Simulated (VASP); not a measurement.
# Mn (P6/mmm) in VASP: notebook

Runs on Mn. Level: PBE. Tasks: single point.

All numbers are computed with VASP 6.6.1; they aren't measurements. Logs are shortened: lines on timing, memory, paths and dates and some standing lists are left out, and cuts for length are marked.

## Step 1: The cell of the first run

It takes space group P6/mmm (No. 191, hexagonal). Conventional cell: a = 3.906 Å, b = 3.906 Å, c = 2.450 Å, α = 90.00°, β = 90.00°, γ = 120.00°. Within 3.2 Å of Mn (site symmetry 6/mmm) lie 14 Mn at 2.45 to 2.57 Å. Mn (site symmetry -6m2) has 11 Mn at 2.26 to 2.57 Å within 3.0 Å.

## Step 2: Single point, PBE

INCAR reads:

```
SYSTEM = Mn
  PREC = Accurate
  ENCUT = 520
  EDIFF = 1E-7
  ISMEAR = -1
  SIGMA = 0.1
  LREAL = .False.
  LASPH = .True.
  NELM = 60
  ALGO = Normal
  ISIF = 2
  LWAVE = .False.
  LCHARG = .False.
  GGA = PE
  NBANDS = 26
```

KPOINTS reads:

```
Automatic mesh
0
Gamma
  9 9 13
  0 0 0
```

POSCAR reads:

```
Mn
1.0
    3.9061941644      0.0000000000      0.0000000000
   -1.9530970822      3.3828633785      0.0000000000
    0.0000000000      0.0000000000      2.4499825464
Mn
3
Direct
    0.0000000000      0.0000000000      0.0000000000
    0.3333333333      0.6666666667      0.5000000000
    0.6666666667      0.3333333333      0.5000000000
```

Potentials or basis: VASP PAW PBE potentials, release 64 (Mn_pv).

Run with:

```
$ cat potpaw_PBE.64/Mn_pv/POTCAR > POTCAR
$ mpirun -np 1 vasp_std > vasp.out
```

OUTCAR:

```text
SYSTEM = Mn
   PREC = Accurate
   ENCUT = 520
   EDIFF = 1E-7
   ISMEAR = -1
   LREAL = .False.
   LASPH = .True.
   NELM = 60
   ISIF = 2
   GGA = PE

 ion  position               nearest neighbor table
   1  0.000  0.000  0.000-   2 2.57   3 2.57   2 2.57   3 2.57   3 2.57   3 2.57   2 2.57   2 2.57
                             3 2.57   3 2.57   2 2.57   2 2.57
   2  0.333  0.667  0.500-   3 2.26   3 2.26   3 2.26   1 2.57   1 2.57   1 2.57   1 2.57   1 2.57
                             1 2.57
   3  0.667  0.333  0.500-   2 2.26   2 2.26   2 2.26   1 2.57   1 2.57   1 2.57   1 2.57   1 2.57
                             1 2.57

  LATTYP: Found a hexagonal cell.
 ALAT       =     3.9061941644
 C/A-ratio  =     0.6272044971

  Lattice vectors:

 A1 = (   3.9061941644,   0.0000000000,   0.0000000000)
 A2 = (  -1.9530970822,   3.3828633785,   0.0000000000)
 A3 = (   0.0000000000,   0.0000000000,   2.4499825464)

Analysis of symmetry for initial positions (statically):
=====================================================================
 Subroutine PRICEL returns:
 Original cell was already a primitive cell.

 Routine SETGRP: Setting up the symmetry group for a
 hexagonal supercell.

 Subroutine GETGRP returns: Found 24 space group operations
 (whereof 24 operations were pure point group operations)
 out of a pool of 24 trial point group operations.

The static configuration has the point symmetry D_6h.

Analysis of symmetry for dynamics (positions and initial velocities):
=====================================================================
 Subroutine PRICEL returns:
 Original cell was already a primitive cell.

 Routine SETGRP: Setting up the symmetry group for a
 hexagonal supercell.

 Subroutine GETGRP returns: Found 24 space group operations
 (whereof 24 operations were pure point group operations)
 out of a pool of 24 trial point group operations.

The dynamic configuration has the point symmetry D_6h.

 Subroutine INISYM returns: Found 24 space group operations
 (whereof 24 operations are pure point group operations),
 and found     1 'primitive' translations

----------------------------------------------------------------------------------------

                                     Primitive cell

  volume of cell :      32.3744

  direct lattice vectors                    reciprocal lattice vectors
     3.906194164  0.000000000  0.000000000     0.256003659  0.147803782  0.000000000
    -1.953097082  3.382863379  0.000000000     0.000000000  0.295607563  0.000000000
     0.000000000  0.000000000  2.449982546     0.000000000  0.000000000  0.408166173

  length of vectors
     3.906194164  3.906194164  2.449982546     0.295607563  0.295607563  0.408166173

  position of ions in fractional coordinates (direct lattice)
     0.000000000  0.000000000  0.000000000
     0.333333333  0.666666667  0.500000000
     0.666666667  0.333333333  0.500000000

  ion indices of the primitive-cell ions
   primitive index   ion index
                 1           1
                 2           2
                 3           3

----------------------------------------------------------------------------------------

 KPOINTS: Automatic mesh

Automatic generation of k-mesh.
 Grid dimensions read from file:
 generate k-points for:    9    9   13

 Generating k-lattice:

  Cartesian coordinates                     Fractional coordinates (reciprocal lattice)
     0.028444851  0.016422642  0.000000000     0.111111111 -0.000000000  0.000000000
     0.000000000  0.032845285  0.000000000     0.000000000  0.111111111  0.000000000
     0.000000000  0.000000000  0.031397398     0.000000000  0.000000000  0.076923077

  Length of vectors
     0.032845285  0.032845285  0.031397398

  Shift w.r.t. Gamma in fractional coordinates (k-lattice)
     0.000000000  0.000000000  0.000000000

 Subroutine IBZKPT returns following result:
 ===========================================

 Found     84 irreducible k-points:

 Following reciprocal coordinates:
            Coordinates               Weight
  0.000000  0.000000  0.000000      1.000000
  0.111111  0.000000  0.000000      6.000000
  0.222222  0.000000  0.000000      6.000000
  0.333333  0.000000  0.000000      6.000000
  0.444444  0.000000  0.000000      6.000000
  0.111111  0.111111  0.000000      6.000000
[... 16 lines left out ...]
  0.333333  0.222222  0.076923     24.000000
  0.333333  0.333333  0.076923      4.000000
 [... further k-points ...]
   k-points           NKPTS =     84   k-points in BZ     NKDIM =     84   number of bands    NBANDS=     26
   number of dos      NEDOS =    301   number of ions     NIONS =      3
   total plane-waves  NPLWV =  16200
   dimension x,y,z NGX =    30 NGY =   30 NGZ =   18
   dimension x,y,z NGXF=    60 NGYF=   60 NGZF=   36
   ions per type =               3
   NGX,Y,Z   is equivalent  to a cutoff of  12.77, 12.77, 12.21 a.u.
   NGXF,Y,Z  is equivalent  to a cutoff of  25.54, 25.54, 24.43 a.u.
 SYSTEM =  Mn
   PREC   = accura    normal or accurate (medium, high low for compatibility)
   ISTART =      0    job   : 0-new  1-cont  2-samecut
   ICHARG =      2    charge: 1-file 2-atom 10-const
   ISPIN  =      1    spin polarized calculation?
   LNONCOLLINEAR =      F non collinear calculations
   LSORBIT =      F    spin-orbit coupling
   LASPH  =      T    aspherical Exc in radial PAW
   ENCUT  =  520.0 eV  38.22 Ry    6.18 a.u.   7.26  7.26  4.56*2*pi/ulx,y,z
   NELM   =     60;   NELMIN=  2; NELMDL= -5     # of ELM steps
   EDIFF  = 0.1E-06   stopping-criterion for ELM
   LREAL  =      F    real-space projection
   EDIFFG = 0.1E-05   stopping-criterion for IOM
   NSW    =      0    number of steps for IOM
   IBRION =     -1    ionic relax: 0-MD 1-quasi-New 2-CG
   NFREE  =      0    steps in history (QN), initial steepest desc. (CG)
   ISIF   =      2    stress and relaxation
   ISYM   =      2    0-nonsym 1-usesym 2-fastsym
   POTIM  = 0.5000    time-step for ionic-motion
   TEBEG  =    0.0;   TEEND  =   0.0 temperature during run
   PSTRESS=    0.0 pullay stress
   NELECT =      39.0000    total number of electrons
   NUPDOWN=      -1.0000    fix difference up-down
   EMIN   =  10.00;   EMAX   =-10.00  energy-range for DOS
   EFERMI =   0.00;   METHOD = LEGACY
   ISMEAR =    -1;   SIGMA  =   0.10  broadening in eV -4-tet -1-fermi 0-gaus
   EFERMI_NEDOS =   21; number of points for ismear=-14 and -15
   IALGO  =     38    algorithm
   IMIX   =      4    mixing-type and parameters
     AMIX     =   0.40;   BMIX     =  1.00
     AMIX_MAG =   1.60;   BMIX_MAG =  1.00
  volume/ion in A,a.u.               =      10.79        72.82
  Fermi-wavevector in a.u.,A,eV,Ry     =   1.741924  3.291760 41.284161  3.034300
  Thomas-Fermi vector in A             =   2.814288
   LORBIT       =      0    0 simple, 1 ext, 2 COOP (PROOUT), +10 PAW based schemes
   GGA     = PE    functional components
   LHFCALC =     F    Hartree Fock is set to
   AEXX    =    0.0000 exact exchange contribution
   IVDW    =     0    specifies the selected vdW correction
   LEPSILON=     F    determine dielectric tensor
   LRPA    =     F    only Hartree local field effects (RPA)
 non-spin polarized calculation
  energy-cutoff  :      520.00
  volume of cell :       32.37
 maximum number of plane-waves:       915
 NGX is ok and might be reduce to    30
   NGX = 15   NGY = 15   NGZ =  9

 number of electron      39.0000017 magnetization

 Free energy of the ion-electron system (eV)
  ---------------------------------------------------
  ext. energy  EPLUGINS =         0.00000000
  ---------------------------------------------------
  free energy    TOTEN  =       -26.75651851 eV

  energy without entropy =      -26.63765671  energy(sigma->0) =      -26.69708761

 E-fermi :  10.3840     XC(G=0): -13.9799

 val. band max:       10.3822015972   @ k =   0.1111   0.0000   0.2308
 cond. band min:      10.3857546328   @ k =   0.2222   0.1111   0.2308
 fundamental gap:      0.0035530356
 Fermi energy:        10.3840143969

 k-point     1 :       0.0000    0.0000    0.0000
  band No.  band energies     occupation
      1     -37.8626      2.00000
      2     -37.8626      2.00000
      3     -37.5356      2.00000
      4     -37.5356      2.00000
      5     -37.4196      2.00000
      6     -37.2380      2.00000
[... 18 lines left out ...]
     25      12.3106      0.00000
     26      19.0959      0.00000

 k-point     2 :       0.1111    0.0000    0.0000
  band No.  band energies     occupation
      1     -37.8861      2.00000
      2     -37.8656      2.00000
      3     -37.5063      2.00000
      4     -37.5004      2.00000
      5     -37.4129      2.00000
      6     -37.2417      2.00000
[... 18 lines left out ...]
     25      12.2877      0.00000
     26      17.0452      0.00000

 k-point     3 :       0.2222    0.0000    0.0000
  band No.  band energies     occupation
      1     -37.9344      2.00000
      2     -37.8547      2.00000
      3     -37.4412      2.00000
      4     -37.4226      2.00000
      5     -37.3941      2.00000
      6     -37.2524      2.00000
[... 18 lines left out ...]
     25      12.2175      0.00000
     26      15.0846      0.00000

 k-point     4 :       0.3333    0.0000    0.0000
  band No.  band energies     occupation
      1     -37.9784      2.00000
      2     -37.8071      2.00000
      3     -37.3708      2.00000
      4     -37.3671      2.00000
      5     -37.3665      2.00000
      6     -37.3434      2.00000
[... 18 lines left out ...]
     25      12.0956      0.00000
     26      13.5030      0.00000
[... 496 lines left out ...]
      1     -37.9535      2.00000
      2     -37.8065      2.00000
      3     -37.4516      2.00000
      4     -37.3870      2.00000
      5     -37.3313      2.00000
      6     -37.3136      2.00000
[... 18 lines left out ...]
     25      12.0941      0.00000
     26      13.1634      0.00000

 k-point    23 :       0.3333    0.2222    0.0769
  band No.  band energies     occupation
      1     -37.9575      2.00000
      2     -37.7417      2.00000
      3     -37.5692      2.00000
      4     -37.3611      2.00000
      5     -37.3284      2.00000
      6     -37.2843      2.00000
[... 18 lines left out ...]
     25      12.1100      0.00000
     26      12.2758      0.00000

 k-point    24 :       0.3333    0.3333    0.0769
  band No.  band energies     occupation
      1     -37.9458      2.00000
      2     -37.6730      2.00000
      3     -37.6730      2.00000
      4     -37.3424      2.00000
      5     -37.3424      2.00000
      6     -37.2711      2.00000
[... 18 lines left out ...]
     25      12.1457      0.00000
     26      12.1457      0.00000

 [... further k-points ...]
[... 5 lines left out ...]
  --------------------------------------------------------------------------------------
  -------------------------------------------------------------------------------------
  Total        0.0146232      0.0146232     -0.0190102      0.0000000      0.0000000     -0.0000000
  in kB        0.7236886      0.7236886     -0.9407967      0.0000000      0.0000000     -0.0000000
  external PRESSURE =       0.1688602 kB  Pullay stress =       0.0000000 kB

 VOLUME and BASIS-vectors are now :
 -----------------------------------------------------------------------------
  energy-cutoff  :      520.00
  volume of cell :       32.37
      direct lattice vectors                 reciprocal lattice vectors
     3.906194164  0.000000000  0.000000000     0.256003659  0.147803782  0.000000000
    -1.953097082  3.382863379  0.000000000     0.000000000  0.295607563  0.000000000
     0.000000000  0.000000000  2.449982546     0.000000000  0.000000000  0.408166173

 POSITION                                       TOTAL-FORCE (eV/Angst)
 -----------------------------------------------------------------------------------
      0.00000      0.00000      0.00000        -0.000000     -0.000000      0.000000
     -0.00000      2.25524      1.22499        -0.000000      0.000000     -0.000000
      1.95310      1.12762      1.22499         0.000000     -0.000000      0.000000
 -----------------------------------------------------------------------------------
    total drift:                               -0.000000      0.000000      0.000000

  FREE ENERGIE OF THE ION-ELECTRON SYSTEM (eV)
  ---------------------------------------------------
  free  energy   TOTEN  =       -26.7565185062 eV

  energy  without entropy=      -26.6376567132  energy(sigma->0) =      -26.69708761
```

It took 52 s on 1 thread of Intel Xeon 6975P-C (Granite Rapids), shared host; peak memory 0.18 GiB.

Results:

| Item | Value |
| --- | --- |
| Free energy | -26.7565 eV |
| Pressure | 0.0 GPa |

Stress tensor (GPa, compression positive):
```
 0.07  0.00  0.00
 0.00  0.07  0.00
 0.00  0.00 -0.09
```

Caveat: the run has no spin polarisation, though such a crystal can be magnetic. Spin polarisation is off, so any magnetic state and its effect on volume and gap are missing.

## Step 3: Single point, PBE (volume scaled by 0.88)

INCAR reads:

```
ALGO = Normal
EDIFF = 1E-6
ENCUT = 520
GGA = PE
ISIF = 2
ISMEAR = -1
LASPH = True
LCHARG = False
LREAL = False
LWAVE = False
NBANDS = 26
NELM = 60
PREC = Accurate
SIGMA = 0.1
```

KPOINTS reads:

```
k-points
0
Gamma
  12 12 17
```

POSCAR reads:

```
Mn
1.0
    3.7432432570      0.0000000000      0.0000000000
   -1.8716216285      3.2417437531      0.0000000000
    0.0000000000      0.0000000000      2.3477790045
Mn
3
Direct
    0.0000000000      0.0000000000      0.0000000000
    0.3333333333      0.6666666667      0.5000000000
    0.6666666667      0.3333333333      0.5000000000
```

Potentials or basis: VASP PAW PBE potentials, release 64 (Mn_pv).

Run with:

```
$ cat potpaw_PBE.64/Mn_pv/POTCAR > POTCAR
$ mpirun -np 1 vasp_std > vasp.out
```

It took 62 s on 1 thread of Intel Xeon 6975P-C (Granite Rapids), shared host; peak memory 0.2 GiB.

Results (log left out):

* Free energy: -26.2551 eV
* Pressure: 46.5 GPa

Stress tensor (GPa, compression positive):
```
47.50  0.00  0.00
 0.00 47.50  0.00
 0.00  0.00 44.45
```

Levels at points of the mesh, in eV from the Fermi level:
```tsv
k point	band 16	band 17	band 18	band 19	band 20	band 21	band 22	band 23	band 24	band 25
(0.00, 0.00, 0.00)	-1.99	-1.34	-0.68	-0.68	-0.14	-0.14	-0.02	-0.02	2.32	2.32
(0.50, 0.00, 0.00)	-1.85	-1.33	-1.16	0.05	0.15	1.43	1.54	1.66	1.69	1.71
```

Caveat: the run has no spin polarisation, though such a crystal can be magnetic. Spin polarisation is off, so any magnetic state and its effect on volume and gap are missing.

## Step 4: Single point, PBE (volume scaled by 0.92)

INCAR reads:

```
SYSTEM = Mn
PREC = Accurate
ENCUT = 520
EDIFF = 1E-7
ISMEAR = -1
SIGMA = 0.1
LREAL = .FALSE.
LASPH = .TRUE.
NELM = 60
ALGO = Normal
ISIF = 2
LWAVE = .FALSE.
LCHARG = .TRUE.
GGA = PE
LELF = .TRUE.
LVHAR = .TRUE.
NBANDS = 26
```

KPOINTS reads:

```
regular mesh
0
G
  12 12 17
  0 0 0
```

POSCAR reads:

```
Mn
1.0
    3.7991207974      0.0000000000      0.0000000000
   -1.8995603987      3.2901351226      0.0000000000
    0.0000000000      0.0000000000      2.3828256491
Mn
3
Direct
    0.0000000000      0.0000000000      0.0000000000
    0.3333333333      0.6666666667      0.5000000000
    0.6666666667      0.3333333333      0.5000000000
```

Potentials or basis: VASP PAW PBE potentials, release 64 (Mn_pv).

Run with:

```
$ cat potpaw_PBE.64/Mn_pv/POTCAR > POTCAR
$ mpirun -np 1 vasp_std > vasp.out
```

OUTCAR:

```text
SYSTEM = Mn
   PREC = Accurate
   ENCUT = 520
   EDIFF = 1E-7
   ISMEAR = -1
   LREAL = .FALSE.
   LASPH = .TRUE.
   NELM = 60
   ISIF = 2
   GGA = PE

 ion  position               nearest neighbor table
   1  0.000  0.000  0.000-   2 2.50   3 2.50   2 2.50   3 2.50   3 2.50   3 2.50   2 2.50   2 2.50
                             3 2.50   3 2.50   2 2.50   2 2.50
   2  0.333  0.667  0.500-   3 2.19   3 2.19   3 2.19   1 2.50   1 2.50   1 2.50   1 2.50   1 2.50
                             1 2.50
   3  0.667  0.333  0.500-   2 2.19   2 2.19   2 2.19   1 2.50   1 2.50   1 2.50   1 2.50   1 2.50
                             1 2.50

  LATTYP: Found a hexagonal cell.
 ALAT       =     3.7991207974
 C/A-ratio  =     0.6272044971

  Lattice vectors:

 A1 = (   3.7991207974,   0.0000000000,   0.0000000000)
 A2 = (  -1.8995603987,   3.2901351226,   0.0000000000)
 A3 = (   0.0000000000,   0.0000000000,   2.3828256491)

Analysis of symmetry for initial positions (statically):
=====================================================================
 Subroutine PRICEL returns:
 Original cell was already a primitive cell.

 Routine SETGRP: Setting up the symmetry group for a
 hexagonal supercell.

[... 162 lines left out ...]
  ---------------------------------------------------
  free energy    TOTEN  =       -26.55167136 eV

  energy without entropy =      -26.45058678  energy(sigma->0) =      -26.50112907

 E-fermi :  11.6107     XC(G=0): -14.4899

 val. band max:       11.6065760112   @ k =   0.2500   0.0833   0.2353
 cond. band min:      11.6110207655   @ k =   0.2500   0.0000   0.1176
 fundamental gap:      0.0044447543
 Fermi energy:        11.6107061057

 k-point     1 :       0.0000    0.0000    0.0000
  band No.  band energies     occupation
      1     -36.7693      2.00000
      2     -36.7693      2.00000
      3     -36.3641      2.00000
      4     -36.3641      2.00000
      5     -36.1858      2.00000
      6     -35.9473      2.00000
[... 685 lines left out ...]
     25      13.5278      0.00000
     26      15.1915      0.00000

 [... further k-points ...]
[... 5 lines left out ...]
  --------------------------------------------------------------------------------------
  -------------------------------------------------------------------------------------
  Total        5.2182707      5.2182707      4.8768672      0.0000000     -0.0000000      0.0000000
  in kB      280.7036637    280.7036637    262.3387268      0.0000000     -0.0000000      0.0000000
  external PRESSURE =     274.5820181 kB  Pullay stress =       0.0000000 kB

 VOLUME and BASIS-vectors are now :
 -----------------------------------------------------------------------------
  energy-cutoff  :      520.00
  volume of cell :       29.78
      direct lattice vectors                 reciprocal lattice vectors
     3.799120797  0.000000000  0.000000000     0.263218795  0.151969442  0.000000000
    -1.899560399  3.290135123  0.000000000     0.000000000  0.303938885  0.000000000
     0.000000000  0.000000000  2.382825649     0.000000000  0.000000000  0.419669815

 POSITION                                       TOTAL-FORCE (eV/Angst)
 -----------------------------------------------------------------------------------
      0.00000      0.00000      0.00000         0.000000      0.000000      0.000000
     -0.00000      2.19342      1.19141        -0.000000      0.000000      0.000000
      1.89956      1.09671      1.19141         0.000000     -0.000000     -0.000000
 -----------------------------------------------------------------------------------
    total drift:                               -0.000000      0.000000     -0.000000

  FREE ENERGIE OF THE ION-ELECTRON SYSTEM (eV)
  ---------------------------------------------------
  free  energy   TOTEN  =       -26.5516713631 eV

  energy  without entropy=      -26.4505867773  energy(sigma->0) =      -26.50112907
```

stdout:

```text
POSCAR found type information on POSCAR Mn
 POSCAR found :  1 types and       3 ions
 scaLAPACK will be used
 LDA part: xc-table for (Slater+PW92), standard interpolation
 POSCAR, INCAR and KPOINTS ok, starting setup
 FFT: planning ... GRIDC
 FFT: planning ... GRID_SOFT
 FFT: planning ... GRID
 WAVECAR not read
 entering main loop
```

It took 63 s on 1 thread of Intel Xeon 6975P-C (Granite Rapids), shared host; peak memory 0.21 GiB.

Results:

```
Free energy : -26.5517 eV
Pressure    : 27.5 GPa
```

Stress tensor (GPa, compression positive):
```
28.07  0.00  0.00
 0.00 28.07  0.00
 0.00  0.00 26.23
```

Caveat: the run has no spin polarisation, though such a crystal can be magnetic.

## Step 5: The runs side by side

| cell | k mesh | gap on the mesh (eV) | pressure (GPa) |
| --- | --- | --- | --- |
| a = 3.906, b = 3.906, c = 2.450 Å, angles 90.0, 90.0, 120.0°, 3 atoms | 9 × 9 × 13 | none | 0.0 |
| a = 3.743, b = 3.743, c = 2.348 Å, angles 90.0, 90.0, 120.0°, 3 atoms | 12 × 12 × 17 | none | 46.5 |
| a = 3.799, b = 3.799, c = 2.383 Å, angles 90.0, 90.0, 120.0°, 3 atoms | 12 × 12 × 17 | none | 27.5 |

Alike in all rows: task single point; level PBE; potentials or basis VASP PAW PBE potentials, release 64 (Mn_pv); no spin polarisation; cutoff (eV) 520; smearing fermi-dirac 0.1 eV.

Caveats: the run has no spin polarisation, though such a crystal can be magnetic.

Absolute energies hang on the potentials; compare differences alone.
